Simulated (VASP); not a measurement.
# Si2W (I4/mmm) in VASP: notebook

The runs below take Si2W through single point, with PBE.

Everything below comes from runs of VASP 6.6.1. Logs are shortened: lines on timing, memory, paths and dates and some standing lists are left out, and cuts for length are marked.

## (1) The cell of the first run

It takes space group I4/mmm (No. 139, tetragonal). Conventional cell: a = 3.229 Å, b = 3.229 Å, c = 7.867 Å, α = 90.00°, β = 90.00°, γ = 90.00°. Si (site symmetry 4mm) has 9 Si at 2.60 to 3.23 Å and 5 W at 2.63 Å within 3.4 Å. Within 3.5 Å of W (site symmetry 4/mmm) lie 10 Si at 2.63 Å and 4 W at 3.23 Å.

## (2) Single point, PBE

Contents of INCAR:

```
PREC = Accurate
ENCUT = 520
EDIFF = 1E-6
ISMEAR = 0
SIGMA = 0.1
LREAL = F
LASPH = T
NELM = 60
ALGO = Normal
ISIF = 2
LWAVE = F
LCHARG = F
GGA = PE
NBANDS = 18
```

Contents of KPOINTS:

```
regular mesh
0
Gamma
  18 18 18
```

Contents of POSCAR:

```
Si2W
1.0
   -1.6145299063      1.6145299063      3.9335489479
    1.6145299063     -1.6145299063      3.9335489479
    1.6145299063      1.6145299063     -3.9335489479
Si W
2 1
Direct
    0.3345578115      0.3345578115      0.0000000000
    0.6654421885      0.6654421885      0.0000000000
    0.0000000000      0.0000000000      0.0000000000
```

Potentials or basis: VASP PAW PBE potentials, release 64 (Si, W_sv).

Command:

```console
cat potpaw_PBE.64/Si/POTCAR potpaw_PBE.64/W_sv/POTCAR > POTCAR
mpirun -np 1 vasp_std > vasp.out
```

OUTCAR:

```text
PREC = Accurate
   ENCUT = 520
   EDIFF = 1E-6
   ISMEAR = 0
   LREAL = F
   LASPH = T
   NELM = 60
   ISIF = 2
   GGA = PE

 ion  position               nearest neighbor table
   1  0.335  0.335  0.000-   2 2.60   3 2.63   3 2.63   3 2.63   3 2.63   3 2.63   2 2.64   2 2.64
                             2 2.64   2 2.64
   2  0.665  0.665  0.000-   1 2.60   3 2.63   3 2.63   3 2.63   3 2.63   3 2.63   1 2.64   1 2.64
                             1 2.64   1 2.64
   3  0.000  0.000  0.000-   2 2.63   2 2.63   2 2.63   1 2.63   2 2.63   1 2.63   1 2.63   1 2.63
                             1 2.63   2 2.63

  LATTYP: Found a body centered tetragonal cell.
 ALAT       =     3.2290598126
 C/A-ratio  =     2.4363431935

  Lattice vectors:

 A1 = (  -1.6145299063,   1.6145299063,   3.9335489479)
 A2 = (   1.6145299063,  -1.6145299063,   3.9335489479)
 A3 = (   1.6145299063,   1.6145299063,  -3.9335489479)

Analysis of symmetry for initial positions (statically):
=====================================================================
 Subroutine PRICEL returns:
 Original cell was already a primitive cell.

 Routine SETGRP: Setting up the symmetry group for a
 body centered tetragonal supercell.

 Subroutine GETGRP returns: Found 16 space group operations
 (whereof 16 operations were pure point group operations)
 out of a pool of 16 trial point group operations.

The static configuration has the point symmetry D_4h.

Analysis of symmetry for dynamics (positions and initial velocities):
=====================================================================
 Subroutine PRICEL returns:
 Original cell was already a primitive cell.

 Routine SETGRP: Setting up the symmetry group for a
 body centered tetragonal supercell.

 Subroutine GETGRP returns: Found 16 space group operations
 (whereof 16 operations were pure point group operations)
 out of a pool of 16 trial point group operations.

The dynamic configuration has the point symmetry D_4h.

 Subroutine INISYM returns: Found 16 space group operations
 (whereof 16 operations are pure point group operations),
 and found     1 'primitive' translations

----------------------------------------------------------------------------------------

                                     Primitive cell

  volume of cell :      41.0144

  direct lattice vectors                    reciprocal lattice vectors
    -1.614529906  1.614529906  3.933548948     0.000000000  0.309687667  0.127111676
     1.614529906 -1.614529906  3.933548948     0.309687667  0.000000000  0.127111676
     1.614529906  1.614529906 -3.933548948     0.309687667  0.309687667  0.000000000

  length of vectors
     4.548210743  4.548210743  4.548210743     0.334759360  0.334759360  0.437964499

  position of ions in fractional coordinates (direct lattice)
     0.334557811  0.334557811  0.000000000
     0.665442189  0.665442189  0.000000000
     0.000000000  0.000000000  0.000000000

  ion indices of the primitive-cell ions
   primitive index   ion index
                 1           1
                 2           2
                 3           3

----------------------------------------------------------------------------------------

 KPOINTS: regular mesh

Automatic generation of k-mesh.
 Grid dimensions read from file:
 generate k-points for:   18   18   18

 Generating k-lattice:

  Cartesian coordinates                     Fractional coordinates (reciprocal lattice)
     0.000000000  0.017204870  0.007061760     0.055555556  0.000000000 -0.000000000
     0.017204870  0.000000000  0.007061760     0.000000000  0.055555556 -0.000000000
     0.017204870  0.017204870  0.000000000     0.000000000  0.000000000  0.055555556

  Length of vectors
     0.018597742  0.018597742  0.024331361

  Shift w.r.t. Gamma in fractional coordinates (k-lattice)
     0.000000000  0.000000000  0.000000000

 Subroutine IBZKPT returns following result:
 ===========================================

 Found    480 irreducible k-points:

 Following reciprocal coordinates:
            Coordinates               Weight
  0.000000  0.000000  0.000000      1.000000
  0.055556  0.000000 -0.000000      8.000000
  0.111111  0.000000 -0.000000      8.000000
  0.166667  0.000000 -0.000000      8.000000
  0.222222  0.000000 -0.000000      8.000000
  0.277778  0.000000 -0.000000      8.000000
[... 16 lines left out ...]
 -0.277778  0.055556  0.000000     16.000000
 -0.222222  0.055556 -0.000000     16.000000
 [... further k-points ...]
   k-points           NKPTS =    480   k-points in BZ     NKDIM =    480   number of bands    NBANDS=     18
   number of dos      NEDOS =    301   number of ions     NIONS =      3
   total plane-waves  NPLWV =  46656
   dimension x,y,z NGX =    36 NGY =   36 NGZ =   36
   dimension x,y,z NGXF=    72 NGYF=   72 NGZF=   72
   ions per type =               2   1
   NGX,Y,Z   is equivalent  to a cutoff of  13.16, 13.16, 13.16 a.u.
   NGXF,Y,Z  is equivalent  to a cutoff of  26.32, 26.32, 26.32 a.u.
 SYSTEM =  unknown system
   PREC   = accura    normal or accurate (medium, high low for compatibility)
   ISTART =      0    job   : 0-new  1-cont  2-samecut
   ICHARG =      2    charge: 1-file 2-atom 10-const
   ISPIN  =      1    spin polarized calculation?
   LNONCOLLINEAR =      F non collinear calculations
   LSORBIT =      F    spin-orbit coupling
   LASPH  =      T    aspherical Exc in radial PAW
   ENCUT  =  520.0 eV  38.22 Ry    6.18 a.u.   8.46  8.46  8.46*2*pi/ulx,y,z
   NELM   =     60;   NELMIN=  2; NELMDL= -5     # of ELM steps
   EDIFF  = 0.1E-05   stopping-criterion for ELM
   LREAL  =      F    real-space projection
   EDIFFG = 0.1E-04   stopping-criterion for IOM
   NSW    =      0    number of steps for IOM
   IBRION =     -1    ionic relax: 0-MD 1-quasi-New 2-CG
   NFREE  =      0    steps in history (QN), initial steepest desc. (CG)
   ISIF   =      2    stress and relaxation
   ISYM   =      2    0-nonsym 1-usesym 2-fastsym
   POTIM  = 0.5000    time-step for ionic-motion
   TEBEG  =    0.0;   TEEND  =   0.0 temperature during run
   PSTRESS=    0.0 pullay stress
   NELECT =      22.0000    total number of electrons
   NUPDOWN=      -1.0000    fix difference up-down
   EMIN   =  10.00;   EMAX   =-10.00  energy-range for DOS
   EFERMI =   0.00;   METHOD = LEGACY
   ISMEAR =     0;   SIGMA  =   0.10  broadening in eV -4-tet -1-fermi 0-gaus
   EFERMI_NEDOS =   21; number of points for ismear=-14 and -15
   IALGO  =     38    algorithm
   IMIX   =      4    mixing-type and parameters
     AMIX     =   0.40;   BMIX     =  1.00
     AMIX_MAG =   1.60;   BMIX_MAG =  1.00
  volume/ion in A,a.u.               =      13.67        92.26
  Fermi-wavevector in a.u.,A,eV,Ry     =   1.330159  2.513636 24.073092  1.769322
  Thomas-Fermi vector in A             =   2.459267
   LORBIT       =      0    0 simple, 1 ext, 2 COOP (PROOUT), +10 PAW based schemes
   GGA     = PE    functional components
   LHFCALC =     F    Hartree Fock is set to
   AEXX    =    0.0000 exact exchange contribution
   IVDW    =     0    specifies the selected vdW correction
   LEPSILON=     F    determine dielectric tensor
   LRPA    =     F    only Hartree local field effects (RPA)
 non-spin polarized calculation
 Gauss-broadening in eV      SIGMA  =   0.10
  energy-cutoff  :      520.00
  volume of cell :       41.01
 maximum number of plane-waves:      1134
 NGX is ok and might be reduce to    36
   NGX = 17   NGY = 17   NGZ = 17

 number of electron      22.0000000 magnetization

 Free energy of the ion-electron system (eV)
  ---------------------------------------------------
  ext. energy  EPLUGINS =         0.00000000
  ---------------------------------------------------
  free energy    TOTEN  =       -24.81573252 eV

  energy without entropy =      -24.81482627  energy(sigma->0) =      -24.81527940

 E-fermi :  11.7583     XC(G=0): -12.4609

 val. band max:       11.7383017435   @ k =  -0.3889   0.5000   0.3333
 cond. band min:      11.7956129113   @ k =  -0.3889  -0.4444   0.3889
 fundamental gap:      0.0573111678
 Fermi energy:        11.7583285509

 k-point     1 :       0.0000    0.0000    0.0000
  band No.  band energies     occupation
      1     -62.1264      2.00000
      2     -26.3736      2.00000
      3     -26.3599      2.00000
      4     -26.3599      2.00000
      5      -2.2032      2.00000
      6       4.9986      2.00000
[... 10 lines left out ...]
     17      17.3549      0.00000
     18      17.3549      0.00000

 k-point     2 :       0.0556    0.0000   -0.0000
  band No.  band energies     occupation
      1     -62.1262      2.00000
      2     -26.3732      2.00000
      3     -26.3662      2.00000
      4     -26.3593      2.00000
      5      -2.1450      2.00000
      6       5.0018      2.00000
[... 10 lines left out ...]
     17      17.3588      0.00000
     18      17.5815      0.00000

 k-point     3 :       0.1111    0.0000   -0.0000
  band No.  band energies     occupation
      1     -62.1256      2.00000
      2     -26.3842      2.00000
      3     -26.3718      2.00000
      4     -26.3577      2.00000
      5      -1.9714      2.00000
      6       5.0019      2.00000
[... 10 lines left out ...]
     17      17.4139      0.00000
     18      18.1364      0.00000

 k-point     4 :       0.1667    0.0000   -0.0000
  band No.  band energies     occupation
      1     -62.1247      2.00000
      2     -26.4118      2.00000
      3     -26.3697      2.00000
      4     -26.3552      2.00000
      5      -1.6862      2.00000
      6       4.9646      2.00000
[... 375 lines left out ...]
      4     -26.3517      2.00000
      5      -0.2727      2.00000
      6       4.1171      2.00000
[... 10 lines left out ...]
     17      18.9671      0.00000
     18      19.8993      0.00000

 k-point    23 :      -0.2778    0.0556    0.0000
  band No.  band energies     occupation
      1     -62.1221      2.00000
      2     -26.4800      2.00000
      3     -26.3633      2.00000
      4     -26.3549      2.00000
      5      -0.8340      2.00000
      6       4.7016      2.00000
[... 10 lines left out ...]
     17      18.6501      0.00000
     18      19.7633      0.00000

 k-point    24 :      -0.2222    0.0556   -0.0000
  band No.  band energies     occupation
      1     -62.1233      2.00000
      2     -26.4446      2.00000
      3     -26.3660      2.00000
      4     -26.3582      2.00000
      5      -1.3066      2.00000
      6       5.0927      2.00000
[... 10 lines left out ...]
     17      17.9605      0.00000
     18      19.8892      0.00000

 [... further k-points ...]

------------------------ aborting loop because EDIFF is reached ----------------------------------------

  FORCE on cell =-STRESS in cart. coord.  units (eV):
  Direction    XX          YY          ZZ          XY          YZ          ZX
  --------------------------------------------------------------------------------------
  -------------------------------------------------------------------------------------
  Total        0.0228242      0.0228242      0.0030907      0.0000000      0.0000000      0.0000000
  in kB        0.8915985      0.8915985      0.1207341      0.0000000      0.0000000      0.0000000
  external PRESSURE =       0.6346437 kB  Pullay stress =       0.0000000 kB

 VOLUME and BASIS-vectors are now :
 -----------------------------------------------------------------------------
  energy-cutoff  :      520.00
  volume of cell :       41.01
      direct lattice vectors                 reciprocal lattice vectors
    -1.614529906  1.614529906  3.933548948     0.000000000  0.309687667  0.127111676
     1.614529906 -1.614529906  3.933548948     0.309687667  0.000000000  0.127111676
     1.614529906  1.614529906 -3.933548948     0.309687667  0.309687667  0.000000000

 POSITION                                       TOTAL-FORCE (eV/Angst)
 -----------------------------------------------------------------------------------
      0.00000      0.00000      2.63200         0.000000      0.000000     -0.001312
      0.00000      0.00000      5.23510        -0.000000     -0.000000      0.001312
      0.00000      0.00000      0.00000         0.000000      0.000000      0.000000
 -----------------------------------------------------------------------------------
    total drift:                                0.000000      0.000000     -0.000000

  FREE ENERGIE OF THE ION-ELECTRON SYSTEM (eV)
  ---------------------------------------------------
  free  energy   TOTEN  =       -24.8157325224 eV

  energy  without entropy=      -24.8148262703  energy(sigma->0) =      -24.81527940
```

Wall time 9 min (1 thread of Intel Xeon 8259CL, shared host); peak memory 0.47 GiB.

What came out:

```yaml
Free_energy: -24.8157 eV
Pressure: 0.1 GPa
Band_gap_on_the_k_mesh: zero (bands 11 and 12 overlap by 1.25 eV)
```

Levels at points of the mesh, in eV from the Fermi level:
| k point | band 7 | band 8 | band 9 | band 10 | band 11 | band 12 | band 13 | band 14 | band 15 | band 16 |
| --- | --- | --- | --- | --- | --- | --- | --- | --- | --- | --- |
| (0.00, 0.00, 0.00) | -3.76 | -3.25 | -2.81 | -2.81 | 0.60 | 2.65 | 2.98 | 3.03 | 3.03 | 4.55 |
| (0.50, 0.00, 0.00) | -5.68 | -4.81 | -2.75 | -2.71 | -0.42 | 2.65 | 2.75 | 3.90 | 4.31 | 5.07 |
| (0.50, 0.50, 0.00) | -5.95 | -5.51 | -4.96 | -3.19 | -1.76 | 2.73 | 2.91 | 3.06 | 3.85 | 4.31 |
| (0.50, 0.50, 0.50) | -3.76 | -2.54 | -0.85 | -0.85 | -0.49 | -0.49 | 0.78 | 4.44 | 4.72 | 6.14 |

Caveat: spin-orbit coupling is left out, which moves the levels of the heavy elements.

[end of part 1 of 2]
